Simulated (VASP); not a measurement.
# N (P2_13) in VASP: a series of runs, part 2 of 2

VASP 6.6.1.

### Step 3. Single point, r2SCAN, collinear spin, ferromagnetic start

Contents of POSCAR:

```
N
1.0
    5.6490000000      0.0000000000      0.0000000000
    0.0000000000      5.6490000000      0.0000000000
    0.0000000000      0.0000000000      5.6490000000
N
4
Direct
    0.0300000000      0.0300000000      0.0300000000
    0.4700000000      0.9700000000      0.5300000000
    0.5300000000      0.4700000000      0.9700000000
    0.9700000000      0.5300000000      0.4700000000
```

Contents of INCAR.step1:

```
SYSTEM = N
  PREC = Accurate
  ENCUT = 520
  ISMEAR = 0
  SIGMA = 0.02
  LREAL = .False.
  LASPH = .True.
  NELM = 150
  ISPIN = 2
  MAGMOM = 3.23 3.23 3.23 3.23
  NBANDS = 22
  GGA = PE
  ALGO = Normal
  EDIFF = 1E-4
  LWAVE = .True.
  LCHARG = .False.
```

Contents of INCAR.step2:

```
SYSTEM = N
  PREC = Accurate
  ENCUT = 520
  EDIFF = 1E-6
  ISMEAR = 0
  SIGMA = 0.02
  LREAL = .False.
  LASPH = .True.
  NELM = 150
  ALGO = Normal
  ISIF = 2
  LWAVE = .False.
  LCHARG = .False.
  ISPIN = 2
  MAGMOM = 3.23 3.23 3.23 3.23
  LORBIT = 11
  METAGGA = R2SCAN
  LMIXTAU = .True.
  NBANDS = 22
  ISTART = 1
```

Contents of KPOINTS:

```
Automatic mesh
0
Gamma
  4 4 4
  0 0 0
```

Potentials or basis: VASP PAW PBE potentials, release 64 (N).

Run with:

```console
cat potpaw_PBE.64/N/POTCAR > POTCAR
cp INCAR.step1 INCAR
mpirun -np 1 vasp_std > vasp.out
cp INCAR.step2 INCAR
mpirun -np 1 vasp_std > vasp.out
```

OUTCAR:

```text
SYSTEM = N
   PREC = Accurate
   ENCUT = 520
   EDIFF = 1E-6
   ISMEAR = 0
   LREAL = .False.
   LASPH = .True.
   NELM = 150
   ISIF = 2
   ISPIN = 2
   LORBIT = 11
   METAGGA = R2SCAN
   ISTART = 1

 ion  position               nearest neighbor table
   1  0.030  0.030  0.030-
   2  0.470  0.970  0.530-
   3  0.530  0.470  0.970-
   4  0.970  0.530  0.470-

  LATTYP: Found a simple cubic cell.
 ALAT       =     5.6490000000

  Lattice vectors:

 A1 = (   5.6490000000,   0.0000000000,   0.0000000000)
 A2 = (   0.0000000000,   5.6490000000,   0.0000000000)
 A3 = (   0.0000000000,   0.0000000000,   5.6490000000)

Analysis of symmetry for initial positions (statically):
=====================================================================
 Subroutine PRICEL returns:
 Original cell was already a primitive cell.

 Routine SETGRP: Setting up the symmetry group for a
 simple cubic supercell.

 Subroutine GETGRP returns: Found 12 space group operations
 (whereof  3 operations were pure point group operations)
 out of a pool of 48 trial point group operations.

The static configuration has the point symmetry C_3 .
 The point group associated with its full space group is T   .

Analysis of symmetry for dynamics (positions and initial velocities):
=====================================================================
 Subroutine PRICEL returns:
 Original cell was already a primitive cell.

 Routine SETGRP: Setting up the symmetry group for a
 simple cubic supercell.

 Subroutine GETGRP returns: Found 12 space group operations
 (whereof  3 operations were pure point group operations)
 out of a pool of 48 trial point group operations.

The dynamic configuration has the point symmetry C_3 .
 The point group associated with its full space group is T   .

Analysis of structural, dynamic, and magnetic symmetry:
=====================================================================
 Subroutine PRICEL returns:
 Original cell was already a primitive cell.
[... 146 lines left out ...]

 E-fermi :  -6.7370     XC(G=0):  -4.1566

 val. band max:       -6.8439498280   @ k =   0.0000   0.0000   0.0000
 cond. band min:      -2.2103245708   @ k =   0.5000   0.5000   0.5000
 fundamental gap:      4.6336252571
 Fermi energy:        -6.7370345468

 spin component 1

 k-point     1 :       0.0000    0.0000    0.0000
  band No.  band energies     occupation
      1     -19.7108      1.00000
      2     -19.5475      1.00000
      3     -19.5475      1.00000
      4     -19.5475      1.00000
      5      -7.4368      1.00000
      6      -7.4368      1.00000
[... 264 lines left out ...]
     21       5.0221      0.00000
     22       5.0221      0.00000
 Fermi energy:        -6.7370345468

 spin component 2

 k-point     1 :       0.0000    0.0000    0.0000
  band No.  band energies     occupation
      1     -13.6594      1.00000
      2     -13.3490      1.00000
      3     -13.3490      1.00000
      4     -13.3490      1.00000
      5      -2.0363      0.00000
      6      -2.0363      0.00000
[... 264 lines left out ...]
     21       8.0550      0.00000
     22       8.0550      0.00000

------------------------ aborting loop because EDIFF is reached ----------------------------------------

  FORCE on cell =-STRESS in cart. coord.  units (eV):
  Direction    XX          YY          ZZ          XY          YZ          ZX
  --------------------------------------------------------------------------------------
  -------------------------------------------------------------------------------------
  Total       -0.1168239     -0.1168239     -0.1168239      0.0000000      0.0000000     -0.0000000
  in kB       -1.0383109     -1.0383109     -1.0383109      0.0000000      0.0000000     -0.0000000
  external PRESSURE =      -1.0383109 kB  Pullay stress =       0.0000000 kB

 VOLUME and BASIS-vectors are now :
 -----------------------------------------------------------------------------
  energy-cutoff  :      520.00
  volume of cell :      180.27
      direct lattice vectors                 reciprocal lattice vectors
     5.649000000  0.000000000  0.000000000     0.177022482  0.000000000  0.000000000
     0.000000000  5.649000000  0.000000000     0.000000000  0.177022482  0.000000000
     0.000000000  0.000000000  5.649000000     0.000000000  0.000000000  0.177022482

 POSITION                                       TOTAL-FORCE (eV/Angst)
 -----------------------------------------------------------------------------------
      0.16947      0.16947      0.16947        -0.007729     -0.007729     -0.007729
      2.65503      5.47953      2.99397         0.007729      0.007729     -0.007729
      2.99397      2.65503      5.47953        -0.007729      0.007729      0.007729
      5.47953      2.99397      2.65503         0.007729     -0.007729      0.007729
 -----------------------------------------------------------------------------------
    total drift:                                0.000000      0.000000     -0.000000

  FREE ENERGIE OF THE ION-ELECTRON SYSTEM (eV)
  ---------------------------------------------------
  free  energy   TOTEN  =       -17.7638926183 eV

  energy  without entropy=      -17.7638926183  energy(sigma->0) =      -17.76389262

 total charge

# of ion       s       p       d       tot
------------------------------------------
    1        1.360   1.938   0.000   3.297
    2        1.360   1.938   0.000   3.297
    3        1.360   1.938   0.000   3.297
    4        1.360   1.938   0.000   3.297
--------------------------------------------------
tot          5.438   7.751   0.000  13.190

 magnetization (x)

# of ion       s       p       d       tot
------------------------------------------
    1        0.049   1.938   0.000   1.986
    2        0.049   1.938   0.000   1.986
    3        0.049   1.938   0.000   1.986
    4        0.049   1.938   0.000   1.986
--------------------------------------------------
tot          0.195   7.751   0.000   7.946
```

Run time: 7.8 min. Hardware: 1 thread of Oxide Virtual Turin-like, shared host; peak memory 0.33 GiB.

Results:

```
Free energy                                           : -17.7639 eV
Pressure                                              : -0.1 GPa
Largest force                                         : 0.013 eV/Å
Band gap on the k mesh                                : 4.63 eV (least direct gap 4.69 eV)
Net moment                                            : 12.00 μB per cell
Site moments                                          : N +1.99 μB
Valence electrons inside the program's atomic spheres : N 3.30
```

Forces on the atoms (eV/Å):
```
N   -0.008 -0.008 -0.008
N    0.008  0.008 -0.008
N   -0.008  0.008  0.008
N    0.008 -0.008  0.008
```

Caveat: the PAW data sets were made with another functional, which shifts forces and pressure a little.
